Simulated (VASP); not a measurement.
Here is a VASP 6.6.1 calculation.

The input POSCAR:

```
GaN
1.0
    0.0000000000      2.2074978911      2.2074978911
    2.2074978911      0.0000000000      2.2074978911
    2.2074978911      2.2074978911      0.0000000000
Ga N
1 1
Direct
    0.0000000000      0.0000000000      0.0000000000
    0.2500000000      0.2500000000      0.2500000000
```

File INCAR.step1:

```
PREC = Accurate ; ENCUT = 520
ISMEAR = -1 ; SIGMA = 0.05
LREAL = False ; LASPH = True
NELM = 100 ; NBANDS = 16
GGA = PE ; ALGO = Normal
EDIFF = 1E-4 ; LWAVE = True
LCHARG = False
```

The input INCAR.step2:

```
PREC = Accurate ; ENCUT = 520
EDIFF = 1E-6 ; ISMEAR = -1
SIGMA = 0.05 ; LREAL = False
LASPH = True ; NELM = 100
ALGO = Normal ; ISIF = 2
LWAVE = False ; LCHARG = True
METAGGA = R2SCAN ; LMIXTAU = True
IVDW = 12 ; VDW_S6 = 1.0
VDW_S8 = 0.78981345 ; VDW_A1 = 0.49484001
VDW_A2 = 5.73083694 ; LELF = True
LVHAR = True ; NBANDS = 16
ISTART = 1
```

The input KPOINTS:

```
Automatic mesh
0
Gamma
  10 10 10
```

Potentials or basis: VASP PAW PBE potentials, release 64 (Ga_d, N).

Run with:

```bash
$ cat potpaw_PBE.64/Ga_d/POTCAR potpaw_PBE.64/N/POTCAR > POTCAR
$ cp INCAR.step1 INCAR
$ mpirun -np 1 vasp_std > vasp.out
$ cp INCAR.step2 INCAR
$ mpirun -np 1 vasp_std > vasp.out
```

Problem. Predict the band gap on the k mesh.

Solution. 2.53 eV, direct.

Problem. Estimate the pressure.

Solution. 11.7 GPa.

Problem. Estimate the dispersion energy per atom.

Solution. -0.127 eV.

Caveat: the PAW data sets were made with another functional, which shifts forces and pressure a little. r2SCAN opens gaps a little over a GGA but as a rule still falls short of measured ones.
